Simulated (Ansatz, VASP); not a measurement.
# KNb2W2: VASP beside Ansatz

```xyz
5
Lattice="2.7153 0.0000 0.0000 0.0000 2.7153 0.0000 0.0000 0.0000 13.7196" Properties=species:S:1:pos:R:3 pbc="T T T"
K     1.3576    1.3576    4.7598
Nb    1.3576    1.3576   12.9034
Nb    0.0000    0.0000   10.4847
W     0.0000    0.0000    7.7785
W     0.0000    0.0000    1.5358
```

Alike in both runs: functional PBE; k mesh 6 × 6 × 2; occupations gaussian, width 0.1 eV; no spin polarisation.

Ansatz relaxed the structure, and its values are those at the end. VASP's run is a single point on that final structure, the one shown.

```csv
,VASP,Ansatz
version,VASP 6.6.1,Ansatz 0.2.0
potentials or method,"VASP PAW PBE potentials, release 64 (K_sv, Nb_sv, W_sv), cutoff 520 eV","scalar-relativistic, plane waves, PAW"
valence electrons in the cell,63,63
```

|  | VASP | Ansatz | Ansatz less VASP |
| --- | --- | --- | --- |
| gap on the k mesh at the Fermi level (eV) | none | none | - |
| pressure (GPa) | 0.1 | 0.1 | -0.09 |
| rms of the force components (eV/Å) | 0.009 | 0.009 | -0.0008 |

A gap of «none» marks a metal or a gap that the smearing closes. With one functional, cell and mesh, what is left measures potentials, basis and numerics.

The k mesh is coarse, so the values compare programs but aren't converged. Spin-orbit coupling is off throughout.
